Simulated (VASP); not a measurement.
# InRu3 (Pm-3n) in VASP: relaxation of cell and atoms with PBE

Aim: the relaxation of cell and atoms of InRu3 with PBE.

Program: VASP 6.6.1. These are calculated values, not measurements. Logs are shortened: lines on timing, memory, paths and dates and some standing lists are left out, and cuts for length are marked.

## (1) The cell of the first run

It takes space group Pm-3n (No. 223, cubic). The conventional cell has a = 5.002 Å, b = 5.002 Å, c = 5.002 Å, α = 90.00°, β = 90.00°, γ = 90.00°. In (site symmetry m-3) has 12 Ru at 2.80 Å within 3.7 Å. Within 3.3 Å of Ru (site symmetry -4m2) lie 10 Ru at 2.50 to 3.06 Å and 4 In at 2.80 Å.

The cell was built from a structure type or drawn by symmetry, and may not be a known phase.

## (2) Relaxation of cell and atoms, PBE

Input file INCAR:

```
  PREC = Accurate
  ENCUT = 600
  EDIFF = 1E-6
  ISMEAR = 0
  SIGMA = 0.1
  LREAL = False
  LASPH = True
  NELM = 100
  ALGO = Fast
  ISIF = 3
  LWAVE = False
  LCHARG = False
  GGA = PE
  IBRION = 2
  NSW = 100
  EDIFFG = -0.01
```

Input file KPOINTS:

```
regular mesh
0
Gamma
  8 8 8
```

Input file POSCAR:

```
InRu3
1.0
    5.0022477749      0.0000000000      0.0000000000
    0.0000000000      5.0022477749      0.0000000000
    0.0000000000      0.0000000000      5.0022477749
In Ru
2 6
Direct
    0.0000000000      0.0000000000      0.0000000000
    0.5000000000      0.5000000000      0.5000000000
    0.2500000000      0.0000000000      0.5000000000
    0.5000000000      0.7500000000      0.0000000000
    0.7500000000      0.0000000000      0.5000000000
    0.5000000000      0.2500000000      0.0000000000
    0.0000000000      0.5000000000      0.7500000000
    0.0000000000      0.5000000000      0.2500000000
```

Potentials or basis: VASP PAW PBE potentials, release 64 (In_d, Ru_pv).

Run with:

```bash
cat potpaw_PBE.64/In_d/POTCAR potpaw_PBE.64/Ru_pv/POTCAR > POTCAR
mpirun -np 1 vasp_std > vasp.out
```

OUTCAR:

```text
PREC = Accurate
   ENCUT = 600
   EDIFF = 1E-6
   ISMEAR = 0
   LREAL = False
   LASPH = True
   NELM = 100
   ISIF = 3
   GGA = PE
   IBRION = 2
   NSW = 100
   EDIFFG = -0.01

 ion  position               nearest neighbor table
   1  0.000  0.000  0.000-   3 2.80   4 2.80   5 2.80   6 2.80   7 2.80   8 2.80   3 2.80   5 2.80
                             7 2.80   8 2.80   4 2.80   6 2.80
   2  0.500  0.500  0.500-   3 2.80   4 2.80   5 2.80   6 2.80   7 2.80   8 2.80   4 2.80   6 2.80
                             3 2.80   5 2.80   7 2.80   8 2.80
   3  0.250  0.000  0.500-   5 2.50   5 2.50   1 2.80   1 2.80   2 2.80   2 2.80   8 3.06   4 3.06
                             4 3.06   6 3.06   6 3.06   7 3.06   8 3.06   7 3.06
   4  0.500  0.750  0.000-   6 2.50   6 2.50   1 2.80   2 2.80   2 2.80   1 2.80   8 3.06   5 3.06
                             3 3.06   5 3.06   3 3.06   7 3.06   7 3.06   8 3.06
   5  0.750  0.000  0.500-   3 2.50   3 2.50   1 2.80   1 2.80   2 2.80   2 2.80   8 3.06   4 3.06
                             4 3.06   6 3.06   6 3.06   7 3.06   8 3.06   7 3.06
   6  0.500  0.250  0.000-   4 2.50   4 2.50   1 2.80   2 2.80   2 2.80   1 2.80   8 3.06   3 3.06
                             3 3.06   5 3.06   5 3.06   7 3.06   7 3.06   8 3.06
   7  0.000  0.500  0.750-   8 2.50   8 2.50   1 2.80   2 2.80   1 2.80   2 2.80   3 3.06   4 3.06
                             5 3.06   3 3.06   5 3.06   6 3.06   4 3.06   6 3.06
   8  0.000  0.500  0.250-   7 2.50   7 2.50   1 2.80   2 2.80   1 2.80   2 2.80   3 3.06   4 3.06
                             5 3.06   3 3.06   5 3.06   6 3.06   4 3.06   6 3.06

  LATTYP: Found a simple cubic cell.
 ALAT       =     5.0022477749

  Lattice vectors:

 A1 = (   5.0022477749,   0.0000000000,   0.0000000000)
 A2 = (   0.0000000000,   5.0022477749,   0.0000000000)
 A3 = (   0.0000000000,   0.0000000000,   5.0022477749)

Analysis of symmetry for initial positions (statically):
=====================================================================
 Subroutine PRICEL returns:
 Original cell was already a primitive cell.

 Routine SETGRP: Setting up the symmetry group for a
 simple cubic supercell.

 Subroutine GETGRP returns: Found 48 space group operations
 (whereof 24 operations were pure point group operations)
 out of a pool of 48 trial point group operations.

The static configuration has the point symmetry T_h .
 The point group associated with its full space group is O_h .

Analysis of symmetry for dynamics (positions and initial velocities):
=====================================================================
 Subroutine PRICEL returns:
 Original cell was already a primitive cell.

 Routine SETGRP: Setting up the symmetry group for a
 simple cubic supercell.

 Subroutine GETGRP returns: Found 48 space group operations
 (whereof 24 operations were pure point group operations)
[... 131 lines left out ...]
   EFERMI_NEDOS =   21; number of points for ismear=-14 and -15
   IALGO  =     68    algorithm
   IMIX   =      4    mixing-type and parameters
     AMIX     =   0.40;   BMIX     =  1.00
     AMIX_MAG =   1.60;   BMIX_MAG =  1.00
  volume/ion in A,a.u.               =      15.65       105.58
  Fermi-wavevector in a.u.,A,eV,Ry     =   1.568100  2.963280 33.455893  2.458939
  Thomas-Fermi vector in A             =   2.670182
   LORBIT       =      0    0 simple, 1 ext, 2 COOP (PROOUT), +10 PAW based schemes
   GGA     = PE    functional components
   LHFCALC =     F    Hartree Fock is set to
   AEXX    =    0.0000 exact exchange contribution
   IVDW    =     0    specifies the selected vdW correction
   LEPSILON=     F    determine dielectric tensor
   LRPA    =     F    only Hartree local field effects (RPA)
 conjugate gradient relaxation of ions
 non-spin polarized calculation
 RMM-DIIS sequential band-by-band and
 Gauss-broadening in eV      SIGMA  =   0.10
  energy-cutoff  :      600.00
  volume of cell :      125.17
 maximum number of plane-waves:      4224
 NGX is ok and might be reduce to    40
   NGX = 19   NGY = 19   NGZ = 19

--------------------------------------- Ionic step        1  -------------------------------------------

 number of electron     109.9999992 magnetization

 Free energy of the ion-electron system (eV)
  ---------------------------------------------------
  ext. energy  EPLUGINS =         0.00000000
  ---------------------------------------------------
  free energy    TOTEN  =       -56.79651727 eV

  energy without entropy =      -56.74666934  energy(sigma->0) =      -56.77159331

------------------------ aborting loop because EDIFF is reached ----------------------------------------

  FORCE on cell =-STRESS in cart. coord.  units (eV):
  Direction    XX          YY          ZZ          XY          YZ          ZX
  --------------------------------------------------------------------------------------
  -------------------------------------------------------------------------------------
  Total        0.2562629      0.2562629      0.2562629      0.0000000     -0.0000000      0.0000000
  in kB        3.2802024      3.2802024      3.2802024      0.0000000     -0.0000000      0.0000000
  external PRESSURE =       3.2802024 kB  Pullay stress =       0.0000000 kB
[... 71 lines left out ...]
--------------------------------------- Ionic step        3  -------------------------------------------

 number of electron     109.9999994 magnetization

 Free energy of the ion-electron system (eV)
  ---------------------------------------------------
  ext. energy  EPLUGINS =         0.00000000
  ---------------------------------------------------
  free energy    TOTEN  =       -56.79662076 eV

  energy without entropy =      -56.74666519  energy(sigma->0) =      -56.77164297

 E-fermi :  11.4894     XC(G=0): -13.1232

 val. band max:       11.4880138887   @ k =   0.2500   0.2500   0.0000
 cond. band min:      11.4921297009   @ k =   0.2500   0.1250   0.0000
 fundamental gap:      0.0041158122
 Fermi energy:        11.4894058297

 k-point     1 :       0.0000    0.0000    0.0000
  band No.  band energies     occupation
      1     -31.9606      2.00000
      2     -31.9606      2.00000
      3     -31.8864      2.00000
      4     -31.2287      2.00000
      5     -31.2287      2.00000
      6     -31.2287      2.00000
[... 1645 lines left out ...]
     65      15.1848      0.00000
     66      15.9298      0.00000

 [... further k-points ...]

------------------------ aborting loop because EDIFF is reached ----------------------------------------

  FORCE on cell =-STRESS in cart. coord.  units (eV):
  Direction    XX          YY          ZZ          XY          YZ          ZX
  --------------------------------------------------------------------------------------
  -------------------------------------------------------------------------------------
  Total       -0.0212215     -0.0212215     -0.0212215      0.0000000      0.0000000     -0.0000000
  in kB       -0.2713270     -0.2713270     -0.2713270      0.0000000      0.0000000     -0.0000000
  external PRESSURE =      -0.2713270 kB  Pullay stress =       0.0000000 kB
[... 23 lines left out ...]
  FREE ENERGIE OF THE ION-ELECTRON SYSTEM (eV)
  ---------------------------------------------------
  free  energy   TOTEN  =       -56.7966207583 eV

  energy  without entropy=      -56.7466651910  energy(sigma->0) =      -56.77164297

 reached required accuracy - stopping structural energy minimisation
```

OSZICAR:

```text
N       E                     dE             d eps       ncg     rms          rms(c)
DAV:   1     0.174094622656E+04    0.17409E+04   -0.63195E+04  4732   0.240E+03
DAV:   2     0.121897626157E+03   -0.16190E+04   -0.15796E+04  4670   0.699E+02
DAV:   3    -0.483707943296E+02   -0.17027E+03   -0.15314E+03  4980   0.216E+02
[... 31 lines left out ...]
RMM:   4    -0.567965548459E+02   -0.11846E-03   -0.17587E-03  5228   0.185E-01    0.445E-02
RMM:   5    -0.567966070648E+02   -0.52219E-04   -0.32387E-04  6173   0.994E-02    0.350E-02
RMM:   6    -0.567966164456E+02   -0.93808E-05   -0.76694E-05  5440   0.389E-02    0.491E-02
RMM:   7    -0.567966242834E+02   -0.78378E-05   -0.25509E-05  4816   0.257E-02    0.104E-01
RMM:   8    -0.567966207046E+02    0.35788E-05   -0.24477E-05  4317   0.329E-02    0.134E-02
RMM:   9    -0.567966207583E+02   -0.53684E-07   -0.33635E-06  3296   0.104E-02
   3 F= -.56796621E+02 E0= -.56771643E+02  d E =-.103487E-03
```

It took 6.7 min on 1 thread of Intel Xeon Platinum 8559C (Emerald Rapids), shared host; peak memory 0.43 GiB.

What came out:

* Free energy: -56.7966 eV
* Relaxed volume: 15.66 Å³/atom
* Relaxed cell: a = 5.004 Å, b = 5.004 Å, c = 5.004 Å, α = 90.00°, β = 90.00°, γ = 90.00°
* Space group after relaxing (to 0.1 Å): Pm-3n (No. 223)
* Energy gained by relaxing: 0.0 meV/atom
* Ionic steps: 3
* Pressure after relaxing: 0.0 GPa
* Band gap on the k mesh: zero (bands 55 and 56 overlap by 0.92 eV)

Step by step:
| step | energy change (eV) | largest force (eV/Å) | pressure (GPa) | volume (Å³) |
| --- | --- | --- | --- | --- |
| 1 | 0.0000 | 0.0000 | 0.33 | 125.17 |
| 2 | 0.0009 | 0.0000 | -0.69 | 125.75 |
| 3 | -0.0001 | 0.0000 | -0.03 | 125.31 |

Final structure:
```cif
data_structure
_symmetry_space_group_name_H-M 'P 1'
_symmetry_Int_Tables_number 1
_cell_length_a 5.0042
_cell_length_b 5.0042
_cell_length_c 5.0042
_cell_angle_alpha 90.000
_cell_angle_beta 90.000
_cell_angle_gamma 90.000
_cell_volume 125.31
loop_
_atom_site_label
_atom_site_type_symbol
_atom_site_fract_x
_atom_site_fract_y
_atom_site_fract_z
_atom_site_occupancy
In1 In 0.00000 0.00000 0.00000 1
In2 In 0.50000 0.50000 0.50000 1
Ru1 Ru 0.25000 0.00000 0.50000 1
Ru2 Ru 0.50000 0.75000 0.00000 1
Ru3 Ru 0.75000 0.00000 0.50000 1
Ru4 Ru 0.50000 0.25000 0.00000 1
Ru5 Ru 0.00000 0.50000 0.75000 1
Ru6 Ru 0.00000 0.50000 0.25000 1
```

Caveat: spin-orbit coupling is left out, which moves the levels of the heavy elements.
